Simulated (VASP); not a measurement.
# PbS (Galena) (Fm-3m) in VASP: notebook

PbS (Galena) is run at these levels: LDA; tasks: single point.

Program: VASP 6.6.1. These are calculated values, not measurements. Logs are shortened: lines on timing, memory, paths and dates and some standing lists are left out, and cuts for length are marked.

**1. The cell of the first run**

It takes space group Fm-3m (No. 225, cubic). Conventional cell: a = 5.831 Å, b = 5.831 Å, c = 5.831 Å, α = 90.00°, β = 90.00°, γ = 90.00°. Pb (site symmetry m-3m) has 6 S at 2.92 Å within 3.8 Å. Within 3.8 Å of S (site symmetry m-3m) lie 6 Pb at 2.92 Å.

**2. Single point, LDA**

Contents of INCAR:

```
SYSTEM = PbS
ALGO = Normal
EDIFF = 1E-6
ENCUT = 500
GGA = CA
GGA_COMPAT = .False.
ISIF = 2
ISMEAR = 0
LASPH = .True.
LCHARG = .True.
LELF = .True.
LREAL = .False.
LVHAR = .True.
LWAVE = .False.
NBANDS = 17
NELM = 120
PREC = Accurate
SIGMA = 0.01
```

Contents of KPOINTS:

```
k-points
0
Gamma
  6 6 6
  0 0 0
```

Contents of POSCAR:

```
PbS
1.0
    0.0000000000      2.9154733381      2.9154733381
    2.9154733381      0.0000000000      2.9154733381
    2.9154733381      2.9154733381      0.0000000000
Pb S
1 1
Direct
    0.0000000000      0.0000000000      0.0000000000
    0.5000000000      0.5000000000      0.5000000000
```

Potentials or basis: VASP PAW LDA potentials, release 64 (Pb_d, S).

Command:

```console
> cat potpaw_LDA.64/Pb_d/POTCAR potpaw_LDA.64/S/POTCAR > POTCAR
> mpirun -np 1 vasp_std > vasp.out
```

OUTCAR:

```text
SYSTEM = PbS
   EDIFF = 1E-6
   ENCUT = 500
   GGA = CA
   ISIF = 2
   ISMEAR = 0
   LASPH = .True.
   LREAL = .False.
   NELM = 120
   PREC = Accurate

 ion  position               nearest neighbor table
   1  0.000  0.000  0.000-   2 2.92   2 2.92   2 2.92   2 2.92   2 2.92   2 2.92
   2  0.500  0.500  0.500-   1 2.92   1 2.92   1 2.92   1 2.92   1 2.92   1 2.92

  LATTYP: Found a face centered cubic cell.
 ALAT       =     5.8309466762

  Lattice vectors:

 A1 = (   0.0000000000,   2.9154733381,   2.9154733381)
 A2 = (   2.9154733381,   0.0000000000,   2.9154733381)
 A3 = (   2.9154733381,   2.9154733381,   0.0000000000)

Analysis of symmetry for initial positions (statically):
=====================================================================
 Subroutine PRICEL returns:
 Original cell was already a primitive cell.

 Routine SETGRP: Setting up the symmetry group for a
 face centered cubic supercell.

 Subroutine GETGRP returns: Found 48 space group operations
 (whereof 48 operations were pure point group operations)
 out of a pool of 48 trial point group operations.

The static configuration has the point symmetry O_h .

Analysis of symmetry for dynamics (positions and initial velocities):
=====================================================================
 Subroutine PRICEL returns:
 Original cell was already a primitive cell.

 Routine SETGRP: Setting up the symmetry group for a
 face centered cubic supercell.

 Subroutine GETGRP returns: Found 48 space group operations
 (whereof 48 operations were pure point group operations)
 out of a pool of 48 trial point group operations.

The dynamic configuration has the point symmetry O_h .

 Subroutine INISYM returns: Found 48 space group operations
 (whereof 48 operations are pure point group operations),
 and found     1 'primitive' translations

----------------------------------------------------------------------------------------

                                     Primitive cell

  volume of cell :      49.5630

  direct lattice vectors                    reciprocal lattice vectors
     0.000000000  2.915473338  2.915473338    -0.171498739  0.171498739  0.171498739
     2.915473338  0.000000000  2.915473338     0.171498739 -0.171498739  0.171498739
     2.915473338  2.915473338  0.000000000     0.171498739  0.171498739 -0.171498739

  length of vectors
     4.123101935  4.123101935  4.123101935     0.297044529  0.297044529  0.297044529

  position of ions in fractional coordinates (direct lattice)
     0.000000000  0.000000000  0.000000000
     0.500000000  0.500000000  0.500000000

  ion indices of the primitive-cell ions
   primitive index   ion index
                 1           1
                 2           2

----------------------------------------------------------------------------------------

 KPOINTS: k-points

Automatic generation of k-mesh.
 Grid dimensions read from file:
 generate k-points for:    6    6    6

 Generating k-lattice:

  Cartesian coordinates                     Fractional coordinates (reciprocal lattice)
    -0.028583123  0.028583123  0.028583123     0.166666667  0.000000000  0.000000000
     0.028583123 -0.028583123  0.028583123     0.000000000  0.166666667  0.000000000
     0.028583123  0.028583123 -0.028583123     0.000000000  0.000000000  0.166666667

  Length of vectors
     0.049507421  0.049507421  0.049507421

  Shift w.r.t. Gamma in fractional coordinates (k-lattice)
     0.000000000  0.000000000  0.000000000

 Subroutine IBZKPT returns following result:
 ===========================================

 Found     16 irreducible k-points:

 Following reciprocal coordinates:
            Coordinates               Weight
  0.000000  0.000000  0.000000      1.000000
  0.166667  0.000000  0.000000      8.000000
  0.333333  0.000000  0.000000      8.000000
  0.500000  0.000000  0.000000      4.000000
  0.166667  0.166667  0.000000      6.000000
  0.333333  0.166667  0.000000     24.000000
[... 8 lines left out ...]
 -0.333333  0.333333  0.166667     24.000000
 -0.333333  0.500000  0.166667     12.000000
   k-points           NKPTS =     16   k-points in BZ     NKDIM =     16   number of bands    NBANDS=     17
   number of dos      NEDOS =    301   number of ions     NIONS =      2
   total plane-waves  NPLWV =  27000
   dimension x,y,z NGX =    30 NGY =   30 NGZ =   30
   dimension x,y,z NGXF=    60 NGYF=   60 NGZF=   60
   ions per type =               1   1
   NGX,Y,Z   is equivalent  to a cutoff of  12.10, 12.10, 12.10 a.u.
   NGXF,Y,Z  is equivalent  to a cutoff of  24.19, 24.19, 24.19 a.u.
 SYSTEM =  PbS
   PREC   = accura    normal or accurate (medium, high low for compatibility)
   ISTART =      0    job   : 0-new  1-cont  2-samecut
   ICHARG =      2    charge: 1-file 2-atom 10-const
   ISPIN  =      1    spin polarized calculation?
   LNONCOLLINEAR =      F non collinear calculations
   LSORBIT =      F    spin-orbit coupling
   LASPH  =      T    aspherical Exc in radial PAW
   ENCUT  =  500.0 eV  36.75 Ry    6.06 a.u.   7.52  7.52  7.52*2*pi/ulx,y,z
   NELM   =    120;   NELMIN=  2; NELMDL= -5     # of ELM steps
   EDIFF  = 0.1E-05   stopping-criterion for ELM
   LREAL  =      F    real-space projection
   EDIFFG = 0.1E-04   stopping-criterion for IOM
   NSW    =      0    number of steps for IOM
   IBRION =     -1    ionic relax: 0-MD 1-quasi-New 2-CG
   NFREE  =      0    steps in history (QN), initial steepest desc. (CG)
   ISIF   =      2    stress and relaxation
   ISYM   =      2    0-nonsym 1-usesym 2-fastsym
   POTIM  = 0.5000    time-step for ionic-motion
   TEBEG  =    0.0;   TEEND  =   0.0 temperature during run
   PSTRESS=    0.0 pullay stress
   NELECT =      20.0000    total number of electrons
   NUPDOWN=      -1.0000    fix difference up-down
   EMIN   =  10.00;   EMAX   =-10.00  energy-range for DOS
   EFERMI =   0.00;   METHOD = LEGACY
   ISMEAR =     0;   SIGMA  =   0.01  broadening in eV -4-tet -1-fermi 0-gaus
   EFERMI_NEDOS =   21; number of points for ismear=-14 and -15
   IALGO  =     38    algorithm
   IMIX   =      4    mixing-type and parameters
     AMIX     =   0.40;   BMIX     =  1.00
     AMIX_MAG =   1.60;   BMIX_MAG =  1.00
  volume/ion in A,a.u.               =      24.78       167.23
  Fermi-wavevector in a.u.,A,eV,Ry     =   1.209760  2.286114 19.912376  1.463518
  Thomas-Fermi vector in A             =   2.345327
   LORBIT       =      0    0 simple, 1 ext, 2 COOP (PROOUT), +10 PAW based schemes
   GGA     = CA    functional components
   LHFCALC =     F    Hartree Fock is set to
   AEXX    =    0.0000 exact exchange contribution
   IVDW    =     0    specifies the selected vdW correction
   LEPSILON=     F    determine dielectric tensor
   LRPA    =     F    only Hartree local field effects (RPA)
 non-spin polarized calculation
 Gauss-broadening in eV      SIGMA  =   0.01
  energy-cutoff  :      500.00
  volume of cell :       49.56
 maximum number of plane-waves:      1278
   NGX = 15   NGY = 15   NGZ = 15

 number of electron      19.9999995 magnetization

 Free energy of the ion-electron system (eV)
  ---------------------------------------------------
  ext. energy  EPLUGINS =         0.00000000
  ---------------------------------------------------
  free energy    TOTEN  =       -10.00076006 eV

  energy without entropy =      -10.00061299  energy(sigma->0) =      -10.00068653

 E-fermi :   6.3617     XC(G=0): -10.2669

 val. band max:        6.3558208195   @ k =   0.5000   0.0000   0.0000
 cond. band min:       6.3676736118   @ k =   0.5000   0.0000   0.0000
 fundamental gap:      0.0118527923
 Fermi energy:         6.3617472156

 k-point     1 :       0.0000    0.0000    0.0000
  band No.  band energies     occupation
      1     -10.5801      2.00000
      2     -10.5801      2.00000
      3     -10.5801      2.00000
      4     -10.5732      2.00000
      5     -10.5732      2.00000
      6      -7.7628      2.00000
[... 9 lines left out ...]
     16      12.8076      0.00000
     17      14.5736      0.00000

 k-point     2 :       0.1667    0.0000    0.0000
  band No.  band energies     occupation
      1     -10.5847      2.00000
      2     -10.5847      2.00000
      3     -10.5792      2.00000
      4     -10.5644      2.00000
      5     -10.5644      2.00000
      6      -7.5039      2.00000
[... 9 lines left out ...]
     16      13.4458      0.00000
     17      16.6330      0.00000

 k-point     3 :       0.3333    0.0000    0.0000
  band No.  band energies     occupation
      1     -10.6039      2.00000
      2     -10.6039      2.00000
      3     -10.5783      2.00000
      4     -10.5360      2.00000
      5     -10.5360      2.00000
      6      -6.8336      2.00000
[... 9 lines left out ...]
     16      14.8852      0.00000
     17      18.6657      0.00000

 k-point     4 :       0.5000    0.0000    0.0000
  band No.  band energies     occupation
      1     -10.6136      2.00000
      2     -10.6136      2.00000
      3     -10.5784      2.00000
      4     -10.5216      2.00000
      5     -10.5216      2.00000
      6      -6.3411      2.00000
[... 9 lines left out ...]
     16      16.2890      0.00000
     17      16.8426      0.00000
[... 183 lines left out ...]
      1     -10.6777      2.00000
      2     -10.5822      2.00000
      3     -10.5778      2.00000
      4     -10.5323      2.00000
      5     -10.5243      2.00000
      6      -6.2794      2.00000
[... 9 lines left out ...]
     16      16.8747      0.00000
     17      17.2953      0.00000

 k-point    15 :      -0.3333    0.3333    0.1667
  band No.  band energies     occupation
      1     -10.6919      2.00000
      2     -10.5835      2.00000
      3     -10.5589      2.00000
      4     -10.5532      2.00000
      5     -10.5129      2.00000
      6      -5.9169      2.00000
[... 9 lines left out ...]
     16      17.6444      0.00000
     17      18.0662      0.00000

 k-point    16 :      -0.3333    0.5000    0.1667
  band No.  band energies     occupation
      1     -10.7360      2.00000
      2     -10.5872      2.00000
      3     -10.5624      2.00000
      4     -10.5324      2.00000
      5     -10.5034      2.00000
      6      -5.7734      2.00000
[... 9 lines left out ...]
     16      18.2451      0.00000
     17      18.5194      0.00000

------------------------ aborting loop because EDIFF is reached ----------------------------------------

  FORCE on cell =-STRESS in cart. coord.  units (eV):
  Direction    XX          YY          ZZ          XY          YZ          ZX
  --------------------------------------------------------------------------------------
  -------------------------------------------------------------------------------------
  Total        0.1353610      0.1353610      0.1353610      0.0000000     -0.0000000      0.0000000
  in kB        4.3756925      4.3756925      4.3756925      0.0000000     -0.0000000      0.0000000
  external PRESSURE =       4.3756925 kB  Pullay stress =       0.0000000 kB

 VOLUME and BASIS-vectors are now :
 -----------------------------------------------------------------------------
  energy-cutoff  :      500.00
  volume of cell :       49.56
      direct lattice vectors                 reciprocal lattice vectors
     0.000000000  2.915473338  2.915473338    -0.171498739  0.171498739  0.171498739
     2.915473338  0.000000000  2.915473338     0.171498739 -0.171498739  0.171498739
     2.915473338  2.915473338  0.000000000     0.171498739  0.171498739 -0.171498739

 POSITION                                       TOTAL-FORCE (eV/Angst)
 -----------------------------------------------------------------------------------
      0.00000      0.00000      0.00000        -0.000000      0.000000      0.000000
      2.91547      2.91547      2.91547         0.000000     -0.000000     -0.000000
 -----------------------------------------------------------------------------------
    total drift:                               -0.000000      0.000000      0.000000

  FREE ENERGIE OF THE ION-ELECTRON SYSTEM (eV)
  ---------------------------------------------------
  free  energy   TOTEN  =       -10.0007600623 eV

  energy  without entropy=      -10.0006129911  energy(sigma->0) =      -10.00068653
```

It took 22 s on 1 thread of Intel Xeon 8259CL, shared host; peak memory 0.15 GiB.

Results:

* Free energy: -10.0008 eV
* Pressure: 0.4 GPa
* Band gap on the k mesh: 0.01 eV, direct

Caveat: spin-orbit coupling is left out, which moves the levels of the heavy elements.

**3. Single point, LDA**

This run uses another cell than the first one, of 25.56 Å³/atom, 1.032 times its volume.

Contents of INCAR:

```
  ALGO = Normal
  EDIFF = 1E-6
  ENCUT = 500
  GGA_COMPAT = F
  ISIF = 2
  ISMEAR = 0
  LASPH = T
  LCHARG = T
  LELF = T
  LREAL = F
  LVHAR = T
  LWAVE = F
  NBANDS = 17
  NELM = 120
  PREC = Accurate
  SIGMA = 0.01
```

Contents of KPOINTS:

```
k-points
0
Gamma
  6 6 6
```

Contents of POSCAR:

```
PbS
1.0
    0.0000000000      2.9458450378      2.9458450378
    2.9458450378      0.0000000000      2.9458450378
    2.9458450378      2.9458450378      0.0000000000
Pb S
1 1
Direct
    0.0000000000      0.0000000000      0.0000000000
    0.5000000000      0.5000000000      0.5000000000
```

Potentials or basis: VASP PAW LDA potentials, release 64 (Pb_d, S).

Command:

```console
> cat potpaw_LDA.64/Pb_d/POTCAR potpaw_LDA.64/S/POTCAR > POTCAR
> mpirun -np 1 vasp_std > vasp.out
```

Run time: 22 s. Hardware: 1 thread of Intel Xeon 8259CL, shared host; peak memory 0.15 GiB.

The run converged. Its results:

- Free energy: -9.9968 eV
- Pressure: -1.4 GPa
- Band gap on the k mesh: 0.13 eV, direct

Levels at points of the mesh, in eV from the valence-band top:
```
           k point  band 7  band 8  band 9  band 10  band 11  band 12  band 13  band 14
(0.00, 0.00, 0.00)   -6.07   -2.29   -2.29    -2.29     5.11     5.11     5.11     6.57
(0.50, 0.00, 0.00)   -9.07   -1.87   -1.87     0.00     0.13     1.77     1.77     8.48
(0.50, 0.50, 0.00)   -7.33   -5.46   -3.62    -3.62     3.62     5.51     5.61     5.61
```

Caveat: spin-orbit coupling is left out, which moves the levels of the heavy elements. A k mesh can miss the band edges.
